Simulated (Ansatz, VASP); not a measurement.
**Te6Mo3H in VASP and in Ansatz**

File INCAR:

```
SYSTEM = Te6Mo3H
PREC = Accurate
ENCUT = 400
EDIFF = 1E-6
ISMEAR = 0
SIGMA = 0.05
LREAL = .False.
LASPH = .True.
NELM = 120
ALGO = Normal
ISIF = 2
LWAVE = .False.
LCHARG = .False.
GGA = PS
IVDW = 12
NBANDS = 50
GGA_COMPAT = .False.
```

File KPOINTS:

```
regular mesh
0
Gamma
  9 9 2
  0 0 0
```

The input POSCAR:

```
Te6Mo3H
1.0
    3.4334342720      0.0000000000      0.0000000000
   -1.7167171360      2.9734413017      0.0000000000
    0.0000000000      0.0000000000     20.7704294686
Te Mo H
6 3 1
Direct
    0.0000000000      0.0000000000      0.9125759363
    0.3333333333      0.6666666667      0.5917818730
    0.3333333333      0.6666666667      0.2333053354
    0.3333333333      0.6666666667      0.7666946646
    0.3333333333      0.6666666667      0.4082181270
    0.0000000000      0.0000000000      0.0874240637
    0.0000000000      0.0000000000      0.6791511892
    0.0000000000      0.0000000000      0.3208488108
    0.3333333333      0.6666666667      0.0000000000
    0.2810235033      0.5571784183      0.1690103014
```

Input for Ansatz:

```yaml
crystal:
  lattice:
    - [3.433434272, 0.0, 0.0]
    - [-1.716717136, 2.9734413017, 0.0]
    - [0.0, 0.0, 20.7704294686]
  atoms:
    - { symbol: Te, position: [0.0, 0.0, 0.9125759363] }
    - { symbol: Te, position: [0.3333333333, 0.6666666667, 0.591781873] }
    - { symbol: Te, position: [0.3333333333, 0.6666666667, 0.2333053354] }
    - { symbol: Te, position: [0.3333333333, 0.6666666667, 0.7666946646] }
    - { symbol: Te, position: [0.3333333333, 0.6666666667, 0.408218127] }
    - { symbol: Te, position: [0.0, 0.0, 0.0874240637] }
    - { symbol: Mo, position: [0.0, 0.0, 0.6791511892] }
    - { symbol: Mo, position: [0.0, 0.0, 0.3208488108] }
    - { symbol: Mo, position: [0.3333333333, 0.6666666667, 0.0] }
    - { symbol: H, position: [0.2810235033, 0.5571784183, 0.1690103014] }
basis:
  ecutwfc: 420
kpoints:
  mp_grid: { grid: [9, 9, 2] }
hamiltonian:
  xc: pbesol
  pseudopotentials: { kind: paw, azcp: { folder: soft_1 } }
  dispersion: d3bj
scf:
  occupations: { method: gaussian, width: 0.05 }
output:
  forces: true
  stress: true
  eigenvalues: true
  write_density: true
  write_potential: true
  elf: true
  volumetric_format: npy
```

Alike in both runs: task single point; functional PBEsol; dispersion D3(BJ); k mesh 9 × 9 × 2; occupations gaussian, width 0.05 eV; no spin polarisation.

|  | VASP | Ansatz |
| --- | --- | --- |
| version | VASP 6.6.1 | Ansatz 0.2.0 |
| potentials or method | VASP PAW PBE potentials, release 64 (Te, Mo_sv, H), cutoff 400 eV | scalar-relativistic, plane waves, PAW |
| valence electrons in the cell | 79 | 139 |

VASP gave:

| Quantity | Value |
| --- | --- |
| gap on the k mesh at the Fermi level (eV) | none |
| pressure (GPa) | 4.4 |
| traceless stress, the component that is largest in VASP (GPa) | 6.28 |
| rms of the force components (eV/Å) | 2.603 |

Problem. What did Ansatz give for the same quantities?

Solution. gap on the k mesh at the Fermi level (eV): none; pressure (GPa): 4.4; traceless stress, the component that is largest in VASP (GPa): 6.10; rms of the force components (eV/Å): 2.544.

VASP's potentials were made for PBE, not for PBEsol, and Ansatz warns of the same on its side. Atom by atom the forces differ by 0.060 eV/Å (rms over components). A gap of «none» marks a metal or a gap that the smearing closes. VASP's potentials hold 79 valence electrons a cell and Ansatz's 139, so a difference there can come from the potentials and not from the codes.

Neither program's run includes spin-orbit coupling.
